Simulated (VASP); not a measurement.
# Pt in VASP: further runs

Runs on Pt. Level: PBE. Tasks: single point.

Program: VASP 6.6.1. These are calculated values, not measurements. Logs are shortened: lines on timing, memory, paths and dates and some standing lists are left out, and cuts for length are marked.

### 1 The cell of the first run

The cell holds a slab with vacuum, 5 atoms: a = 2.807 Å, b = 2.807 Å, c = 24.169 Å, α = 90.00°, β = 90.00°, γ = 120.00°.

### 2 Single point, PBE

Input file INCAR:

```
SYSTEM = Pt
ALGO     = Normal         ! electronic algorithm
DIPOL    = 0.5 0.5 0.500
EDIFF    = 1E-6           ! SCF threshold, eV
ENCUT    = 520            ! plane-wave cutoff, eV
GGA      = PE             ! functional
IDIPOL   = 3            
ISIF     = 2              ! what is computed and relaxed
ISMEAR   = 0              ! smearing method
LASPH    = .True.         ! aspherical terms in the spheres
LCHARG   = .False.        ! write CHGCAR
LDIPOL   = .True.       
LREAL    = .False.        ! projectors in reciprocal space
LWAVE    = .False.        ! write WAVECAR
NBANDS   = 33             ! bands
NELM     = 80             ! most SCF steps
PREC     = Accurate       ! precision mode
SIGMA    = 0.1            ! smearing width, eV
```

Input file KPOINTS:

```
k-points
0
Gamma
  2 2 1
  0 0 0
```

Input file POSCAR:

```
Pt
1.0
    2.8072917799      0.0000000000      0.0000000000
   -1.4036458899      2.4311859972      0.0000000000
    0.0000000000      0.0000000000     24.1685765598
Pt
5
Direct
    0.6666666667      0.3333333333      0.3103203030
    0.3333333333      0.6666666667      0.4051601515
    0.0000000000      0.0000000000      0.5000000000
    0.6666666667      0.3333333333      0.5948398485
    0.3333333333      0.6666666667      0.6896796970
```

Potentials or basis: VASP PAW PBE potentials, release 64 (Pt).

Command:

```bash
$ cat potpaw_PBE.64/Pt/POTCAR > POTCAR
$ mpirun -np 1 vasp_std > vasp.out
```

OUTCAR:

```text
SYSTEM = Pt
   EDIFF = 1E-6
   ENCUT = 520
   GGA = PE
   ISIF = 2
   ISMEAR = 0
   LASPH = .True.
   LREAL = .False.
   NELM = 80
   PREC = Accurate

 ion  position               nearest neighbor table
   1  0.667  0.333  0.310-   2 2.81   2 2.81   2 2.81
   2  0.333  0.667  0.405-   3 2.81   1 2.81   1 2.81   3 2.81   3 2.81   1 2.81
   3  0.000  0.000  0.500-   2 2.81   4 2.81   2 2.81   4 2.81   4 2.81   2 2.81
   4  0.667  0.333  0.595-   3 2.81   5 2.81   5 2.81   3 2.81   3 2.81   5 2.81
   5  0.333  0.667  0.690-   4 2.81   4 2.81   4 2.81

  LATTYP: Found a hexagonal cell.
 ALAT       =     2.8072917799
 C/A-ratio  =     8.6092143086

  Lattice vectors:

 A1 = (   2.8072917799,   0.0000000000,   0.0000000000)
 A2 = (  -1.4036458899,   2.4311859972,   0.0000000000)
 A3 = (   0.0000000000,   0.0000000000,  24.1685765598)

Analysis of symmetry for initial positions (statically):
=====================================================================
 Subroutine PRICEL returns:
 Original cell was already a primitive cell.

 Routine SETGRP: Setting up the symmetry group for a
 hexagonal supercell.

 Subroutine GETGRP returns: Found 12 space group operations
 (whereof 12 operations were pure point group operations)
 out of a pool of 24 trial point group operations.

The static configuration has the point symmetry D_3d.

Analysis of symmetry for dynamics (positions and initial velocities):
=====================================================================
 Subroutine PRICEL returns:
 Original cell was already a primitive cell.

 Routine SETGRP: Setting up the symmetry group for a
 hexagonal supercell.

 Subroutine GETGRP returns: Found 12 space group operations
 (whereof 12 operations were pure point group operations)
 out of a pool of 24 trial point group operations.

The dynamic configuration has the point symmetry D_3d.

 Subroutine INISYM returns: Found 12 space group operations
 (whereof 12 operations are pure point group operations),
 and found     1 'primitive' translations

----------------------------------------------------------------------------------------

                                     Primitive cell

  volume of cell :     164.9517

  direct lattice vectors                    reciprocal lattice vectors
     2.807291780  0.000000000  0.000000000     0.356215199  0.205660941  0.000000000
    -1.403645890  2.431185997  0.000000000     0.000000000  0.411321882  0.000000000
     0.000000000  0.000000000 24.168576560     0.000000000  0.000000000  0.041376040

  length of vectors
     2.807291780  2.807291780 24.168576560     0.411321882  0.411321882  0.041376040

  position of ions in fractional coordinates (direct lattice)
     0.666666667  0.333333333  0.310320303
     0.333333333  0.666666667  0.405160151
     0.000000000  0.000000000  0.500000000
     0.666666667  0.333333333  0.594839849
     0.333333333  0.666666667  0.689679697

  ion indices of the primitive-cell ions
   primitive index   ion index
                 1           1
                 2           2
                 3           3
                 4           4
                 5           5

----------------------------------------------------------------------------------------

 KPOINTS: k-points

Automatic generation of k-mesh.
 Grid dimensions read from file:
 generate k-points for:    2    2    1

 Generating k-lattice:

  Cartesian coordinates                     Fractional coordinates (reciprocal lattice)
     0.178107599  0.102830471  0.000000000     0.500000000  0.000000000  0.000000000
     0.000000000  0.205660941  0.000000000     0.000000000  0.500000000  0.000000000
     0.000000000  0.000000000  0.041376040     0.000000000  0.000000000  1.000000000

  Length of vectors
     0.205660941  0.205660941  0.041376040

  Shift w.r.t. Gamma in fractional coordinates (k-lattice)
     0.000000000  0.000000000  0.000000000

 Subroutine IBZKPT returns following result:
 ===========================================

 Found      2 irreducible k-points:

 Following reciprocal coordinates:
            Coordinates               Weight
  0.000000  0.000000  0.000000      1.000000
  0.500000  0.000000  0.000000      3.000000
   k-points           NKPTS =      2   k-points in BZ     NKDIM =      2   number of bands    NBANDS=     33
   number of dos      NEDOS =    301   number of ions     NIONS =      5
   total plane-waves  NPLWV = 103680
   dimension x,y,z NGX =    24 NGY =   24 NGZ =  180
   dimension x,y,z NGXF=    48 NGYF=   48 NGZF=  360
   ions per type =               5
   NGX,Y,Z   is equivalent  to a cutoff of  14.21, 14.21, 12.38 a.u.
   NGXF,Y,Z  is equivalent  to a cutoff of  28.43, 28.43, 24.76 a.u.
 SYSTEM =  Pt
   PREC   = accura    normal or accurate (medium, high low for compatibility)
   ISTART =      0    job   : 0-new  1-cont  2-samecut
   ICHARG =      2    charge: 1-file 2-atom 10-const
   ISPIN  =      1    spin polarized calculation?
   LNONCOLLINEAR =      F non collinear calculations
   LSORBIT =      F    spin-orbit coupling
   LASPH  =      T    aspherical Exc in radial PAW
   ENCUT  =  520.0 eV  38.22 Ry    6.18 a.u.   5.22  5.22 44.94*2*pi/ulx,y,z
   NELM   =     80;   NELMIN=  2; NELMDL= -5     # of ELM steps
   EDIFF  = 0.1E-05   stopping-criterion for ELM
   LREAL  =      F    real-space projection
   EDIFFG = 0.1E-04   stopping-criterion for IOM
   NSW    =      0    number of steps for IOM
   IBRION =     -1    ionic relax: 0-MD 1-quasi-New 2-CG
   NFREE  =      0    steps in history (QN), initial steepest desc. (CG)
   ISIF   =      2    stress and relaxation
   ISYM   =      2    0-nonsym 1-usesym 2-fastsym
   POTIM  = 0.5000    time-step for ionic-motion
   TEBEG  =    0.0;   TEEND  =   0.0 temperature during run
   PSTRESS=    0.0 pullay stress
   NELECT =      50.0000    total number of electrons
   NUPDOWN=      -1.0000    fix difference up-down
   EMIN   =  10.00;   EMAX   =-10.00  energy-range for DOS
   EFERMI =   0.00;   METHOD = LEGACY
   ISMEAR =     0;   SIGMA  =   0.10  broadening in eV -4-tet -1-fermi 0-gaus
   EFERMI_NEDOS =   21; number of points for ismear=-14 and -15
   IALGO  =     38    algorithm
   IMIX   =      4    mixing-type and parameters
     AMIX     =   0.40;   BMIX     =  1.00
     AMIX_MAG =   1.60;   BMIX_MAG =  1.00
  volume/ion in A,a.u.               =      32.99       222.63
  Fermi-wavevector in a.u.,A,eV,Ry     =   1.099713  2.078156 16.454450  1.209368
  Thomas-Fermi vector in A             =   2.236112
   LORBIT       =      0    0 simple, 1 ext, 2 COOP (PROOUT), +10 PAW based schemes
   GGA     = PE    functional components
   LHFCALC =     F    Hartree Fock is set to
   AEXX    =    0.0000 exact exchange contribution
   IVDW    =     0    specifies the selected vdW correction
   LEPSILON=     F    determine dielectric tensor
   LRPA    =     F    only Hartree local field effects (RPA)
 non-spin polarized calculation
 Gauss-broadening in eV      SIGMA  =   0.10
  energy-cutoff  :      520.00
  volume of cell :      164.95
 maximum number of plane-waves:      4472
 NGX is ok and might be reduce to    24
   NGX = 11   NGY = 11   NGZ = 89

 number of electron      49.9999995 magnetization

 dipolmoment           0.000000      0.000000     -0.000000 electrons x Angstroem

 Free energy of the ion-electron system (eV)
  ---------------------------------------------------
  ext. energy  EPLUGINS =         0.00000000
  ---------------------------------------------------
  free energy    TOTEN  =       -18.92391440 eV

  energy without entropy =      -18.80095342  energy(sigma->0) =      -18.86243391

 E-fermi :   2.3587     XC(G=0):  -7.0185

 val. band max:        2.2874639942   @ k =   0.5000   0.0000   0.0000
 cond. band min:       2.3627986013   @ k =   0.5000   0.0000   0.0000
 fundamental gap:      0.0753346071
 Fermi energy:         2.3587021035

 k-point     1 :       0.0000    0.0000    0.0000
  band No.  band energies     occupation
      1      -7.6574      2.00000
      2      -6.8338      2.00000
      3      -5.8335      2.00000
      4      -5.1660      2.00000
      5      -5.0496      2.00000
      6      -1.5501      2.00000
[... 25 lines left out ...]
     32       7.5170      0.00000
     33       7.8415      0.00000

 k-point     2 :       0.5000    0.0000    0.0000
  band No.  band energies     occupation
      1      -4.6877      2.00000
      2      -4.5364      2.00000
      3      -4.2218      2.00000
      4      -4.0975      2.00000
      5      -3.9215      2.00000
      6      -3.9013      2.00000
[... 25 lines left out ...]
     32       7.6262      0.00000
     33       8.0289      0.00000

------------------------ aborting loop because EDIFF is reached ----------------------------------------

 vacuum level on the upper side and lower side of the slab       (xc-potential included)        -0.007        -0.007

  FORCE on cell =-STRESS in cart. coord.  units (eV):
  Direction    XX          YY          ZZ          XY          YZ          ZX
  --------------------------------------------------------------------------------------
  -------------------------------------------------------------------------------------
  Total       22.3703005     22.3703005     -0.0388414      0.0000000      0.0000000     -0.0000000
  in kB      217.2829194    217.2829193     -0.3772672      0.0000000      0.0000000     -0.0000000
  external PRESSURE =     144.7295238 kB  Pullay stress =       0.0000000 kB

 VOLUME and BASIS-vectors are now :
 -----------------------------------------------------------------------------
  energy-cutoff  :      520.00
  volume of cell :      164.95
      direct lattice vectors                 reciprocal lattice vectors
     2.807291780  0.000000000  0.000000000     0.356215199  0.205660941  0.000000000
    -1.403645890  2.431185997  0.000000000     0.000000000  0.411321882  0.000000000
     0.000000000  0.000000000 24.168576560     0.000000000  0.000000000  0.041376040

 POSITION                                       TOTAL-FORCE (eV/Angst)
 -----------------------------------------------------------------------------------
      1.40365      0.81040      7.50000        -0.000000      0.000000     -0.077902
     -0.00000      1.62079      9.79214         0.000000     -0.000000      0.150543
      0.00000      0.00000     12.08429         0.000000      0.000000      0.000000
      1.40365      0.81040     14.37643         0.000000      0.000000     -0.150543
     -0.00000      1.62079     16.66858        -0.000000     -0.000000      0.077902
 -----------------------------------------------------------------------------------
    total drift:                                0.000000      0.000000      0.000000

  FREE ENERGIE OF THE ION-ELECTRON SYSTEM (eV)
  ---------------------------------------------------
  free  energy   TOTEN  =       -18.9239144025 eV

  energy  without entropy=      -18.8009534157  energy(sigma->0) =      -18.86243391

 vacuum level on the upper side and lower side of the slab         7.992         7.992
```

It took 68 s on 1 thread of Intel Xeon 8259CL, shared host; peak memory 0.28 GiB.

What came out:

```
Free energy            : -18.9239 eV
Largest force          : 0.151 eV/Å
Band gap on the k mesh : zero (bands 25 and 26 overlap by 0.63 eV)
```

Forces in eV/Å, atoms in the order of the input:
```
Pt   0.000  0.000 -0.078
Pt   0.000  0.000  0.151
Pt   0.000  0.000  0.000
Pt   0.000  0.000 -0.151
Pt   0.000  0.000  0.078
```

Caveat: the k points lie up to 1.29 Å⁻¹ apart, too coarse for converged energies and pressures of a metal; spin-orbit coupling is left out, which moves the levels of the heavy elements.

### 3 Single point, PBE (atoms taken out)

Input file INCAR:

```
  PREC = Accurate
  ENCUT = 520
  EDIFF = 1E-7
  ISMEAR = 0
  SIGMA = 0.1
  LREAL = False
  LASPH = True
  NELM = 80
  ALGO = Normal
  ISIF = 2
  LWAVE = False
  LCHARG = True
  LDIPOL = True
  IDIPOL = 3
  DIPOL = 0.5 0.5 0.500
  GGA = PE
  LELF = True
  LVHAR = True
  LVACPOTAV = True
  NBANDS = 28
```

Input file KPOINTS:

```
regular mesh
0
Gamma
  12 12 1
```

Input file POSCAR:

```
Pt
1.0
    2.8072917799      0.0000000000      0.0000000000
   -1.4036458899      2.4311859972      0.0000000000
    0.0000000000      0.0000000000     21.8764324199
Pt
4
Direct
    0.6666666667      0.3333333333      0.3428346933
    0.3333333333      0.6666666667      0.4476115644
    0.0000000000      0.0000000000      0.5523884356
    0.6666666667      0.3333333333      0.6571653067
```

Potentials or basis: VASP PAW PBE potentials, release 64 (Pt).

Command:

```bash
$ cat potpaw_PBE.64/Pt/POTCAR > POTCAR
$ mpirun -np 1 vasp_std > vasp.out
```

Wall time 5.1 min (1 thread of Intel Xeon 8259CL, shared host); peak memory 0.31 GiB.

It converged, with:

```yaml
Free_energy: -23.1820 eV
Largest_force: 0.208 eV/Å
Band_gap_on_the_k_mesh: zero (bands 20 and 21 overlap by 1.36 eV)
```

Forces on the atoms (eV/Å):
```
Pt   0.000  0.000 -0.033
Pt   0.000  0.000  0.208
Pt   0.000  0.000 -0.208
Pt   0.000  0.000  0.033
```

Levels at points of the mesh, in eV from the Fermi level:
| k point | band 17 | band 18 | band 19 | band 20 | band 21 | band 22 | band 23 | band 24 |
| --- | --- | --- | --- | --- | --- | --- | --- | --- |
| (0.00, 0.00, 0.00) | -1.48 | -1.16 | -1.16 | -0.45 | -0.45 | -0.30 | 0.00 | 0.00 |
| (0.50, 0.00, 0.00) | 0.09 | 0.26 | 0.52 | 0.56 | 1.01 | 2.42 | 2.71 | 3.03 |

Caveat: the cell differs from its parent crystal (atoms taken out); spin-orbit coupling is left out, which moves the levels of the heavy elements.

### 4 Single point, PBE

This run uses another cell than the first one.

Input file INCAR:

```
SYSTEM = Pt
PREC = Accurate
ENCUT = 520
EDIFF = 1E-6
ISMEAR = 0
SIGMA = 0.1
LREAL = .FALSE.
LASPH = .TRUE.
NELM = 100
ALGO = Normal
ISIF = 2
LWAVE = .FALSE.
LCHARG = .FALSE.
LDIPOL = .TRUE.
IDIPOL = 3
DIPOL = 0.5 0.5 0.500
GGA = PE
NBANDS = 33
```

Input file KPOINTS:

```
regular mesh
0
G
  12 12 1
  0 0 0
```

Input file POSCAR:

```
Pt
1.0
    2.8072917799      0.0000000000      0.0000000000
   -1.4036458899      2.4311859972      0.0000000000
    0.0000000000      0.0000000000     19.1685765598
Pt
5
Direct
    0.6666666667      0.3333333333      0.2608435730
    0.3333333333      0.6666666667      0.3804217865
    0.0000000000      0.0000000000      0.5000000000
    0.6666666667      0.3333333333      0.6195782135
    0.3333333333      0.6666666667      0.7391564270
```

Command:

```bash
$ cat potpaw_PBE.64/Pt/POTCAR > POTCAR
$ mpirun -np 1 vasp_std > vasp.out
```

Wall time 4.6 min (1 thread of Intel Xeon 8259CL, shared host); peak memory 0.29 GiB.

Results (log left out):

```yaml
Free_energy: -29.2468 eV
Largest_force: 0.254 eV/Å
Band_gap_on_the_k_mesh: zero (bands 25 and 26 overlap by 1.43 eV)
```

Forces in eV/Å, atoms in the order of the input:
```
Pt   0.000  0.000 -0.092
Pt   0.000  0.000  0.254
Pt   0.000  0.000  0.000
Pt   0.000  0.000 -0.254
Pt   0.000  0.000  0.092
```

Levels at points of the mesh, in eV from the Fermi level:
| k point | band 22 | band 23 | band 24 | band 25 | band 26 | band 27 | band 28 | band 29 |
| --- | --- | --- | --- | --- | --- | --- | --- | --- |
| (0.00, 0.00, 0.00) | -1.39 | -1.39 | -0.94 | -0.94 | -0.31 | -0.31 | -0.09 | 0.00 |
| (0.50, 0.00, 0.00) | 0.17 | 0.30 | 0.54 | 0.56 | 0.73 | 2.14 | 2.48 | 2.89 |

Caveat: spin-orbit coupling is left out, which moves the levels of the heavy elements.

### 5 Summary

| cell | k mesh | gap on the mesh (eV) | largest force (eV/Å) |
| --- | --- | --- | --- |
| a = 2.807, b = 2.807, c = 24.169 Å, angles 90.0, 90.0, 120.0°, 5 atoms, atomic positions A | 2 × 2 × 1 | none | 0.15 |
| a = 2.807, b = 2.807, c = 21.876 Å, angles 90.0, 90.0, 120.0°, 4 atoms, atomic positions B | 12 × 12 × 1 | none | 0.21 |
| a = 2.807, b = 2.807, c = 19.169 Å, angles 90.0, 90.0, 120.0°, 5 atoms, atomic positions A | 12 × 12 × 1 | none | 0.25 |

Alike in all rows: task single point; level PBE; potentials or basis VASP PAW PBE potentials, release 64 (Pt); no spin polarisation; cutoff (eV) 520; smearing gaussian 0.1 eV.

Caveats: some runs use coarse meshes; spin-orbit coupling is left out, which moves the levels of the heavy elements.

Total energies depend on the potentials used, so only differences within one code and one set of settings carry meaning.
